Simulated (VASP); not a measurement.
# Ir in VASP: a series of runs, part 2 of 2

VASP 6.6.1.

## Step 4: Relaxation of cell and atoms, r2SCAN

Contents of POSCAR:

```
Ir
1.0
    0.0000000000      1.8955305200      1.8955305200
    1.8955305200      0.0000000000      1.8955305200
    1.8955305200      1.8955305200      0.0000000000
Ir
1
Direct
    0.0000000000      0.0000000000      0.0000000000
```

Contents of INCAR.step1:

```
SYSTEM = Ir
ALGO = Normal ; EDIFF = 1E-5
EDIFFG = -0.005 ; ENCUT = 550
GGA = PE ; GGA_COMPAT = .False.
IBRION = 2 ; ISIF = 3
ISMEAR = -1 ; LASPH = .True.
LCHARG = .False. ; LREAL = .False.
LWAVE = .True. ; NELM = 120
NELMIN = 4 ; NSW = 100
PREC = Accurate ; SIGMA = 0.1
```

Contents of INCAR.step2:

```
SYSTEM = Ir
ALGO = Normal ; EDIFF = 1E-7
EDIFFG = -0.01 ; ENCUT = 550
GGA_COMPAT = .False. ; IBRION = 2
ISIF = 3 ; ISMEAR = -1
ISTART = 1 ; LASPH = .True.
LCHARG = .False. ; LMIXTAU = .True.
LREAL = .False. ; LWAVE = .False.
METAGGA = R2SCAN ; NELM = 120
NELMIN = 4 ; NSW = 60
PREC = Accurate ; SIGMA = 0.1
```

Contents of KPOINTS:

```
k-points
0
Gamma
  8 8 8
  0 0 0
```

Potentials or basis: VASP PAW PBE potentials, release 64 (Ir_sv_GW).

The run is started by

```bash
cat potpaw_PBE.64/Ir_sv_GW/POTCAR > POTCAR
cp INCAR.step1 INCAR
mpirun -np 1 vasp_std > vasp.out
cp INCAR.step2 INCAR
mpirun -np 1 vasp_std > vasp.out
```

OUTCAR:

```text
SYSTEM = Ir
   EDIFF = 1E-7
   EDIFFG = -0.01
   ENCUT = 550
   IBRION = 2
   ISIF = 3
   ISMEAR = -1
   ISTART = 1
   LASPH = .True.
   LREAL = .False.
   METAGGA = R2SCAN
   NELM = 120
   NELMIN = 4
   NSW = 60
   PREC = Accurate

 ion  position               nearest neighbor table
   1  0.000  0.000  0.000-

  LATTYP: Found a face centered cubic cell.
 ALAT       =     3.7910610400

  Lattice vectors:

 A1 = (   0.0000000000,   1.8955305200,   1.8955305200)
 A2 = (   1.8955305200,   0.0000000000,   1.8955305200)
 A3 = (   1.8955305200,   1.8955305200,   0.0000000000)

Analysis of symmetry for initial positions (statically):
=====================================================================
 Subroutine PRICEL returns:
 Original cell was already a primitive cell.

 Routine SETGRP: Setting up the symmetry group for a
 face centered cubic supercell.
[... 216 lines left out ...]
      5      -0.1005      2.00000
      6       6.5799      2.00000
      7       6.5799      2.00000
      8       6.5799      2.00000
      9       8.6246      1.99995
     10       8.6246      1.99995
     11      24.3024      0.00000
     12      29.1785      0.00000
[... 414 lines left out ...]
--------------------------------------- Ionic step        4  -------------------------------------------

 number of electron      17.0000000 magnetization

 Free energy of the ion-electron system (eV)
  ---------------------------------------------------
  ext. energy  EPLUGINS =         0.00000000
  ---------------------------------------------------
  free energy    TOTEN  =       -52.84752635 eV

  energy without entropy =      -52.80110430  energy(sigma->0) =      -52.82431533

 E-fermi :  12.6727     XC(G=0): -15.8819

 val. band max:       12.6386243058   @ k =  -0.3750   0.1250   0.0000
 cond. band min:      12.7251387987   @ k =  -0.3750   0.2500   0.0000
 fundamental gap:      0.0865144930
 Fermi energy:        12.6726837951

 k-point     1 :       0.0000    0.0000    0.0000
  band No.  band energies     occupation
      1     -82.4031      2.00000
      2     -38.2164      2.00000
      3     -38.2164      2.00000
      4     -38.2164      2.00000
      5       1.1469      2.00000
      6       8.6444      2.00000
      7       8.6444      2.00000
      8       8.6444      2.00000
      9      11.3372      2.00000
     10      11.3372      2.00000
     11      26.8774      0.00000
     12      32.6813      0.00000
[... 373 lines left out ...]
  FREE ENERGIE OF THE ION-ELECTRON SYSTEM (eV)
  ---------------------------------------------------
  free  energy   TOTEN  =       -52.8475263545 eV

  energy  without entropy=      -52.8011042959  energy(sigma->0) =      -52.82431533

 reached required accuracy - stopping structural energy minimisation
```

OUTCAR.step1:

```text
SYSTEM = Ir
   EDIFF = 1E-5
   EDIFFG = -0.005
   ENCUT = 550
   GGA = PE
   IBRION = 2
   ISIF = 3
   ISMEAR = -1
   LASPH = .True.
   LREAL = .False.
   NELM = 120
   NELMIN = 4
   NSW = 100
   PREC = Accurate

[... 750 lines left out ...]
      1     -80.4346      2.00000
      2     -36.8872      2.00000
      3     -36.8872      2.00000
      4     -36.8872      2.00000
      5       1.6082      2.00000
      6       8.7334      2.00000
      7       8.7334      2.00000
      8       8.7334      2.00000
      9      11.3374      1.99999
     10      11.3374      1.99999
     11      26.1575      0.00000
     12      31.5681      0.00000
[... 373 lines left out ...]
  FREE ENERGIE OF THE ION-ELECTRON SYSTEM (eV)
  ---------------------------------------------------
  free  energy   TOTEN  =        -9.3583371026 eV

  energy  without entropy=       -9.3061097932  energy(sigma->0) =       -9.33222345

 reached required accuracy - stopping structural energy minimisation
```

OSZICAR.step1:

```text
N       E                     dE             d eps       ncg     rms          rms(c)
DAV:   1     0.120519146720E+03    0.12052E+03   -0.12136E+04   720   0.156E+03
DAV:   2    -0.790255588031E+01   -0.12842E+03   -0.12326E+03   812   0.455E+02
DAV:   3    -0.103069254242E+02   -0.24044E+01   -0.23298E+01   792   0.572E+01
DAV:   4    -0.103188546629E+02   -0.11929E-01   -0.11819E-01   792   0.343E+00
[... 141 lines left out ...]
       N       E                     dE             d eps       ncg     rms          rms(c)
DAV:   1    -0.935836050645E+01   -0.23890E-04   -0.55211E-04   716   0.336E-01    0.498E-02
DAV:   2    -0.935833834114E+01    0.22165E-04   -0.50119E-05   696   0.881E-02    0.949E-03
DAV:   3    -0.935833705734E+01    0.12838E-05   -0.54409E-06   348   0.295E-02    0.193E-02
DAV:   4    -0.935833710256E+01   -0.45222E-07   -0.35126E-07   348   0.898E-03
  22 F= -.93583371E+01 E0= -.93322234E+01  d E =-.364304E-05
```

Wall time 3.1 min (1 thread of Intel Xeon Platinum 8375C at 2.90GHz (Ice Lake), shared host); peak memory 0.16 GiB.

Results:

```
Free energy                            : -52.8475 eV
Relaxed volume                         : 14.18 Å³/atom
Relaxed cell                           : a = 2.717 Å, b = 2.717 Å, c = 2.717 Å, α = 60.00°, β = 60.00°, γ = 60.00°
Space group after relaxing (to 0.05 Å) : Fm-3m (No. 225)
Energy gained by relaxing              : 28.5 meV/atom
Ionic steps                            : 4
Pressure after relaxing                : -0.1 GPa
```

The path:
```
step  energy change (eV)  largest force (eV/Å)  pressure (GPa)  volume (Å³)
   1              0.0000                0.0000           17.20        13.62
   2              0.3670                0.0000          -41.95        16.71
   3             -0.0283                0.0000           -1.19        14.22
   4             -0.0285                0.0000           -0.07        14.18
```

Final structure:
```
CELL_PARAMETERS angstrom
0.00000 1.92100 1.92100
1.92100 0.00000 1.92100
1.92100 1.92100 0.00000
ATOMIC_POSITIONS crystal
Ir 0.00000 0.00000 0.00000
```

Levels at points of the mesh, in eV from the Fermi level:
```
           k point  band 5  band 6  band 7  band 8  band 9  band 10  band 11  band 12
(0.00, 0.00, 0.00)  -11.53   -4.03   -4.03   -4.03   -1.34    -1.34    14.20    20.01
(0.50, 0.00, 0.00)   -8.42   -4.19   -4.19   -0.74    0.89     0.89     7.64    13.97
(0.50, 0.50, 0.00)   -8.22   -7.64    0.79    1.53    1.53     1.70    11.05    12.00
```

Caveat: the PAW data sets were made with another functional, which shifts forces and pressure a little; spin-orbit coupling is left out, which moves the levels of the heavy elements. Zero-point motion and thermal expansion aren't in these numbers.

## Step 5: Single point, r2SCAN

This run uses another cell than the first one, of 14.27 Å³/atom, 1.047 times its volume.

Contents of POSCAR:

```
Ir
1.0
    0.0000000000      1.9250373712      1.9250373712
    1.9250373712      0.0000000000      1.9250373712
    1.9250373712      1.9250373712      0.0000000000
Ir
1
Direct
    0.0000000000      0.0000000000      0.0000000000
```

Contents of INCAR.step1:

```
SYSTEM = Ir
ALGO = Normal
EDIFF = 1E-5
ENCUT = 550
GGA = PE
GGA_COMPAT = .FALSE.
ISMEAR = -1
LASPH = .TRUE.
LCHARG = .FALSE.
LREAL = .FALSE.
LWAVE = .TRUE.
NBANDS = 14
NELM = 120
PREC = Accurate
SIGMA = 0.1
```

Contents of INCAR.step2:

```
SYSTEM = Ir
ALGO = Normal
EDIFF = 1E-6
ENCUT = 550
GGA_COMPAT = .FALSE.
ISIF = 2
ISMEAR = -1
ISTART = 1
LASPH = .TRUE.
LCHARG = .TRUE.
LELF = .TRUE.
LMIXTAU = .TRUE.
LREAL = .FALSE.
LVHAR = .TRUE.
LWAVE = .FALSE.
METAGGA = R2SCAN
NBANDS = 14
NELM = 120
PREC = Accurate
SIGMA = 0.1
```

Contents of KPOINTS:

```
k-points
0
G
  8 8 8
  0 0 0
```

Potentials or basis: VASP PAW PBE potentials, release 64 (Ir_sv_GW).

The run is started by

```bash
cat potpaw_PBE.64/Ir_sv_GW/POTCAR > POTCAR
cp INCAR.step1 INCAR
mpirun -np 1 vasp_std > vasp.out
cp INCAR.step2 INCAR
mpirun -np 1 vasp_std > vasp.out
```

OUTCAR:

```text
SYSTEM = Ir
   EDIFF = 1E-6
   ENCUT = 550
   ISIF = 2
   ISMEAR = -1
   ISTART = 1
   LASPH = .TRUE.
   LREAL = .FALSE.
   METAGGA = R2SCAN
   NELM = 120
   PREC = Accurate

 ion  position               nearest neighbor table
   1  0.000  0.000  0.000-

  LATTYP: Found a face centered cubic cell.
 ALAT       =     3.8500747424

  Lattice vectors:

 A1 = (   0.0000000000,   1.9250373712,   1.9250373712)
 A2 = (   1.9250373712,   0.0000000000,   1.9250373712)
 A3 = (   1.9250373712,   1.9250373712,   0.0000000000)

Analysis of symmetry for initial positions (statically):
=====================================================================
 Subroutine PRICEL returns:
 Original cell was already a primitive cell.

 Routine SETGRP: Setting up the symmetry group for a
 face centered cubic supercell.

 Subroutine GETGRP returns: Found 48 space group operations
 (whereof 48 operations were pure point group operations)
 out of a pool of 48 trial point group operations.

The static configuration has the point symmetry O_h .

Analysis of symmetry for dynamics (positions and initial velocities):
=====================================================================
 Subroutine PRICEL returns:
 Original cell was already a primitive cell.

 Routine SETGRP: Setting up the symmetry group for a
 face centered cubic supercell.

 Subroutine GETGRP returns: Found 48 space group operations
 (whereof 48 operations were pure point group operations)
 out of a pool of 48 trial point group operations.

The dynamic configuration has the point symmetry O_h .

 Subroutine INISYM returns: Found 48 space group operations
 (whereof 48 operations are pure point group operations),
 and found     1 'primitive' translations

----------------------------------------------------------------------------------------

                                     Primitive cell

  volume of cell :      14.2675

  direct lattice vectors                    reciprocal lattice vectors
     0.000000000  1.925037371  1.925037371    -0.259735217  0.259735217  0.259735217
[... 109 lines left out ...]
   METAGGA = R2SCAN    functional components
   LHFCALC =     F    Hartree Fock is set to
   AEXX    =    0.0000 exact exchange contribution
   IVDW    =     0    specifies the selected vdW correction
   LEPSILON=     F    determine dielectric tensor
   LRPA    =     F    only Hartree local field effects (RPA)
 non-spin polarized calculation
  energy-cutoff  :      550.00
  volume of cell :       14.27
 maximum number of plane-waves:       444
 NGX is ok and might be reduce to    24
   NGX = 11   NGY = 11   NGZ = 11

 number of electron      17.0000000 magnetization

 Free energy of the ion-electron system (eV)
  ---------------------------------------------------
  ext. energy  EPLUGINS =         0.00000000
  ---------------------------------------------------
  free energy    TOTEN  =       -52.85596887 eV

  energy without entropy =      -52.80917135  energy(sigma->0) =      -52.83257011

 E-fermi :  12.5492     XC(G=0): -15.8353

 val. band max:       12.5156316813   @ k =  -0.3750   0.1250   0.0000
 cond. band min:      12.6014508573   @ k =  -0.3750   0.2500   0.0000
 fundamental gap:      0.0858191759
 Fermi energy:        12.5492402018

 k-point     1 :       0.0000    0.0000    0.0000
  band No.  band energies     occupation
      1     -82.5102      2.00000
      2     -38.3263      2.00000
      3     -38.3263      2.00000
      4     -38.3263      2.00000
      5       1.0917      2.00000
      6       8.5602      2.00000
      7       8.5602      2.00000
      8       8.5602      2.00000
      9      11.2252      2.00000
     10      11.2252      2.00000
     11      26.7749      0.00000
     12      32.5420      0.00000
     13      32.5420      0.00000
     14      32.5420      0.00000
[... 377 lines left out ...]
      1     -82.4275      2.00000
      2     -39.0375      2.00000
      3     -38.6583      2.00000
      4     -38.5116      2.00000
      5       5.7156      2.00000
      6       7.1395      2.00000
      7       8.8299      2.00000
      8       9.8318      2.00000
      9      13.1130      0.00709
     10      17.8845      0.00000
     11      19.4830      0.00000
     12      28.6593      0.00000
     13      28.8738      0.00000
     14      32.6219      0.00000

 [... further k-points ...]
[... 5 lines left out ...]
  --------------------------------------------------------------------------------------
  -------------------------------------------------------------------------------------
  Total       -0.1953091     -0.1953091     -0.1953091     -0.0000000     -0.0000000     -0.0000000
  in kB      -21.9323757    -21.9323757    -21.9323757     -0.0000000     -0.0000000     -0.0000000
  external PRESSURE =     -21.9323757 kB  Pullay stress =       0.0000000 kB

 VOLUME and BASIS-vectors are now :
 -----------------------------------------------------------------------------
  energy-cutoff  :      550.00
  volume of cell :       14.27
      direct lattice vectors                 reciprocal lattice vectors
     0.000000000  1.925037371  1.925037371    -0.259735217  0.259735217  0.259735217
     1.925037371  0.000000000  1.925037371     0.259735217 -0.259735217  0.259735217
     1.925037371  1.925037371  0.000000000     0.259735217  0.259735217 -0.259735217

 POSITION                                       TOTAL-FORCE (eV/Angst)
 -----------------------------------------------------------------------------------
      0.00000      0.00000      0.00000         0.000000      0.000000      0.000000
 -----------------------------------------------------------------------------------
    total drift:                                0.000000      0.000000     -0.000000

  FREE ENERGIE OF THE ION-ELECTRON SYSTEM (eV)
  ---------------------------------------------------
  free  energy   TOTEN  =       -52.8559688681 eV

  energy  without entropy=      -52.8091713461  energy(sigma->0) =      -52.83257011
```

OUTCAR.step1:

```text
SYSTEM = Ir
   EDIFF = 1E-5
   ENCUT = 550
   GGA = PE
   ISMEAR = -1
   LASPH = .TRUE.
   LREAL = .FALSE.
[... 624 lines left out ...]
 -----------------------------------------------------------------------------------
      0.00000      0.00000      0.00000        -0.000000     -0.000000      0.000000
 -----------------------------------------------------------------------------------
    total drift:                                0.000000      0.000000     -0.000000

  FREE ENERGIE OF THE ION-ELECTRON SYSTEM (eV)
  ---------------------------------------------------
  free  energy   TOTEN  =        -9.3652162664 eV

  energy  without entropy=       -9.3138014566  energy(sigma->0) =       -9.33950886
```

OSZICAR.step1:

```text
N       E                     dE             d eps       ncg     rms          rms(c)
DAV:   1     0.120316420041E+03    0.12032E+03   -0.11509E+04   820   0.131E+03
DAV:   2    -0.869112356595E+01   -0.12901E+03   -0.12323E+03  1040   0.413E+02
DAV:   3    -0.104642634260E+02   -0.17731E+01   -0.17694E+01   902   0.455E+01
DAV:   4    -0.104669329165E+02   -0.26695E-02   -0.26694E-02   944   0.219E+00
DAV:   5    -0.104669386371E+02   -0.57206E-05   -0.57198E-05   902   0.950E-02    0.696E+01
DAV:   6    -0.946158802353E+01    0.10054E+01   -0.13597E+00   830   0.125E+01    0.372E+01
DAV:   7    -0.938140003629E+01    0.80188E-01   -0.41075E-01   914   0.646E+00    0.642E+00
DAV:   8    -0.936529919725E+01    0.16101E-01   -0.61272E-02   812   0.308E+00    0.549E-01
DAV:   9    -0.936529519264E+01    0.40046E-05   -0.70670E-04   878   0.329E-01    0.211E-01
DAV:  10    -0.936521599119E+01    0.79201E-04   -0.12180E-04   884   0.159E-01    0.145E-01
DAV:  11    -0.936521626644E+01   -0.27525E-06   -0.59420E-06   442   0.315E-02
   1 F= -.93652163E+01 E0= -.93395089E+01  d E =-.514148E-01
```

Wall time 25 s (1 thread of Intel Xeon Platinum 8488C (Sapphire Rapids), shared host); peak memory 0.15 GiB.

Results:

```
Free energy : -52.8560 eV
Pressure    : -2.2 GPa
```

Caveat: the PAW data sets were made with another functional, which shifts forces and pressure a little; spin-orbit coupling is left out, which moves the levels of the heavy elements.

## Step 6: Single point, r2SCAN

This run uses another cell than the first one, of 14.23 Å³/atom, 1.044 times its volume.

Contents of POSCAR:

```
Ir
1.0
   -0.0028074847      1.9217247600      1.9217247600
    1.9217247600     -0.0028074847      1.9217247600
    1.9217247600      1.9217247600     -0.0028074847
Ir
1
Direct
    0.0000000000      0.0000000000      0.0000000000
```

Contents of INCAR.step1:

```
SYSTEM = Ir
ALGO     = Normal         ! electronic algorithm
EDIFF    = 1E-5           ! SCF threshold, eV
ENCUT    = 550            ! plane-wave cutoff, eV
GGA      = PE             ! functional
GGA_COMPAT= .FALSE.      
ISMEAR   = -1             ! smearing method
ISYM     = 0            
LASPH    = .TRUE.         ! aspherical terms in the spheres
LCHARG   = .FALSE.        ! write CHGCAR
LREAL    = .FALSE.        ! projectors in reciprocal space
LWAVE    = .TRUE.         ! write WAVECAR
NBANDS   = 14             ! bands
NELM     = 120            ! most SCF steps
PREC     = Accurate       ! precision mode
SIGMA    = 0.1            ! smearing width, eV
```

Contents of INCAR.step2:

```
SYSTEM = Ir
ALGO     = Normal         ! electronic algorithm
EDIFF    = 1E-6           ! SCF threshold, eV
ENCUT    = 550            ! plane-wave cutoff, eV
GGA_COMPAT= .FALSE.      
ISIF     = 2              ! what is computed and relaxed
ISMEAR   = -1             ! smearing method
ISTART   = 1            
ISYM     = 0            
LASPH    = .TRUE.         ! aspherical terms in the spheres
LCHARG   = .FALSE.        ! write CHGCAR
LMIXTAU  = .TRUE.       
LREAL    = .FALSE.        ! projectors in reciprocal space
LWAVE    = .FALSE.        ! write WAVECAR
METAGGA  = R2SCAN         ! meta-GGA
NBANDS   = 14             ! bands
NELM     = 120            ! most SCF steps
PREC     = Accurate       ! precision mode
SIGMA    = 0.1            ! smearing width, eV
```

Contents of KPOINTS:

```
Automatic mesh
0
Gamma
  8 8 8
  0.5 0.5 0.5
```

Potentials or basis: VASP PAW PBE potentials, release 64 (Ir_sv_GW).

The run is started by

```bash
cat potpaw_PBE.64/Ir_sv_GW/POTCAR > POTCAR
cp INCAR.step1 INCAR
mpirun -np 1 vasp_std > vasp.out
cp INCAR.step2 INCAR
mpirun -np 1 vasp_std > vasp.out
```

Wall time 1.9 min (1 thread of Intel Xeon Platinum 8488C (Sapphire Rapids), shared host); peak memory 0.19 GiB.

It converged, with:

| Item | Value |
| --- | --- |
| Free energy | -52.9104 eV |
| Pressure | -2.1 GPa |

Levels at points of the mesh, in eV from the Fermi level:
```csv
k point,band 6,band 7,band 8,band 9,band 10,band 11
"(0.06, 0.06, 0.06)",-4.02,-3.89,-3.89,-1.32,-1.32,14.60
```

Caveat: the PAW data sets were made with another functional, which shifts forces and pressure a little; spin-orbit coupling is left out, which moves the levels of the heavy elements.

## Step 7: Overview

```tsv
task	potentials or basis	cell	k mesh	cutoff (eV)	smearing	second run	gap on the mesh (eV)	pressure (GPa)	relaxed volume (Å³/atom)
relaxation of cell and atoms	VASP PAW PBE potentials, release 64 (Ir)	relaxed from a = 2.681 Å, angles 60.0°, 1 atom	8 × 8 × 8	600	methfessel-paxton 0.01 eV	-	none	0.0	14.35
single point	VASP PAW PBE potentials, release 64 (Ir)	a = 2.718 Å, angles 60.1°, 1 atom	8 × 8 × 8, shifted	520	fermi-dirac 0.1 eV	-	none	2.5	-
relaxation of cell and atoms	VASP PAW PBE potentials, release 64 (Ir_sv_GW)	relaxed from a = 2.681 Å, angles 60.0°, 1 atom	8 × 8 × 8	550	fermi-dirac 0.1 eV	valence_matched	none	-0.1	14.18
single point	VASP PAW PBE potentials, release 64 (Ir_sv_GW)	a = 2.722 Å, angles 60.0°, 1 atom	8 × 8 × 8	550	fermi-dirac 0.1 eV	valence_matched	none	-2.2	-
single point	VASP PAW PBE potentials, release 64 (Ir_sv_GW)	a = 2.718 Å, angles 60.1°, 1 atom	8 × 8 × 8, shifted	550	fermi-dirac 0.1 eV	valence_matched	none	-2.1	-
```

Alike in all rows: level r2SCAN; no spin polarisation.

Caveats: the PAW data sets were made with another functional, which shifts forces and pressure a little; spin-orbit coupling is left out, which moves the levels of the heavy elements.

Absolute energies hang on the potentials; compare differences alone.
